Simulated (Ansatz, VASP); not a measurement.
## As in VASP and in Ansatz

INCAR

```
SYSTEM = As
  ALGO = Normal
  DIPOL = 0.5 0.5 0.336
  EDIFF = 1E-6
  ENCUT = 400
  GGA = PE
  GGA_COMPAT = .FALSE.
  IDIPOL = 3
  ISIF = 2
  ISMEAR = 0
  LASPH = .TRUE.
  LCHARG = .FALSE.
  LDIPOL = .TRUE.
  LREAL = .FALSE.
  LWAVE = .FALSE.
  NBANDS = 38
  NELM = 120
  NELMDL = -8
  PREC = Accurate
  SIGMA = 0.01
```

KPOINTS

```
k-points
0
G
  4 6 1
  0 0 0
```

POSCAR

```
As
1.0
    4.8073450689      0.0000000000      0.0000000000
    0.0000000000      3.6338990999      0.0000000000
    0.0000000000      0.0000000000     28.2703730404
As
4
Direct
    0.0760356344      0.0000000000      0.3777315096
    0.4239643656      0.5000000000      0.3777315096
    0.5760356344      0.5000000000      0.2943501772
    0.9239643656      0.0000000000      0.2943501772
```

Input for Ansatz:

```yaml
crystal:
  lattice:
    - [4.8073450689, 0.0, 0.0]
    - [0.0, 3.6338990999, 0.0]
    - [0.0, 0.0, 28.2703730404]
  atoms:
    - { symbol: As, position: [0.0760356344, 0.0, 0.3777315096] }
    - { symbol: As, position: [0.4239643656, 0.5, 0.3777315096] }
    - { symbol: As, position: [0.5760356344, 0.5, 0.2943501772] }
    - { symbol: As, position: [0.9239643656, 0.0, 0.2943501772] }
  periodic: [true, true, false]
kpoints:
  mp_grid: { grid: [4, 6, 1] }
hamiltonian:
  xc: pbe
scf:
  occupations: { method: fixed }
  n_extra_bands: 5
output:
  forces: true
  stress: true
  eigenvalues: true
```

Alike in both runs: task single point; functional PBE; k mesh 4 × 6 × 1; no spin polarisation.

```csv
,VASP,Ansatz
version,VASP 6.6.1,Ansatz 0.2.0
potentials or method,"VASP PAW PBE potentials, release 64 (As_d)","plane waves, PAW"
plane-wave cutoff (eV),400,420
occupations,"gaussian, width 0.01 eV",fixed
valence electrons in the cell,60,60
```

|  | VASP | Ansatz | Ansatz less VASP |
| --- | --- | --- | --- |
| gap on the k mesh at the Fermi level (eV) | 0.92 | 0.92 | +0.005 |
| rms of the force components (eV/Å) | 0.204 | 0.197 | -0.0062 |

Atom by atom the forces differ by 0.007 eV/Å (rms over components).
